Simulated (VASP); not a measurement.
Set up this calculation in VASP 6.6.1, as the native input.

```
Task                   : single point
Functional             : PBEsol
Potentials or basis    : VASP PAW PBE potentials, release 64 (Ge_d)
Cutoff                 : 520 eV
k mesh                 : 6 × 6 × 4
Occupations            : gaussian, width 0.1 eV
Spin                   : no spin polarisation
Dipole correction      : no
Further INCAR settings : ALGO = Normal; EDIFF = 1e-06; NBANDS = 36
```

The structure of Ge lies in POSCAR:

```
Ge
1.0
    3.9900000000      0.0000000000      0.0000000000
   -1.9950000000      3.4554413611      0.0000000000
    0.0000000000      0.0000000000      6.5800000000
Ge
4
Direct
    0.3333333333      0.6666666667      0.0000000000
    0.6666666667      0.3333333333      0.5000000000
    0.3333333333      0.6666666667      0.3740000000
    0.6666666667      0.3333333333      0.8740000000
```

These files were run (other wordings do the same):

INCAR

```
SYSTEM = Ge
PREC = Accurate
ENCUT = 520
EDIFF = 1E-6
ISMEAR = 0
SIGMA = 0.1
LREAL = .False.
LASPH = .True.
NELM = 100
ALGO = Normal
ISIF = 2
LWAVE = .False.
LCHARG = .False.
GGA = PS
NBANDS = 36
```

KPOINTS

```
regular mesh
0
Gamma
  6 6 4
  0 0 0
```

Potentials or basis: VASP PAW PBE potentials, release 64 (Ge_d).

Launch:

```bash
$ cat potpaw_PBE.64/Ge_d/POTCAR > POTCAR
$ mpirun -np 1 vasp_std > vasp.out
```

It gave:

```
Pressure      : 0.4 GPa
Largest force : 0.021 eV/Å
```

Caveat: the PAW data sets were made with another functional, which shifts forces and pressure a little.

Run time: 27 s on 1 thread of AMD EPYC 9R45 96-Core Processor (Zen 5), with other jobs on the host, peak memory 0.18 GiB.
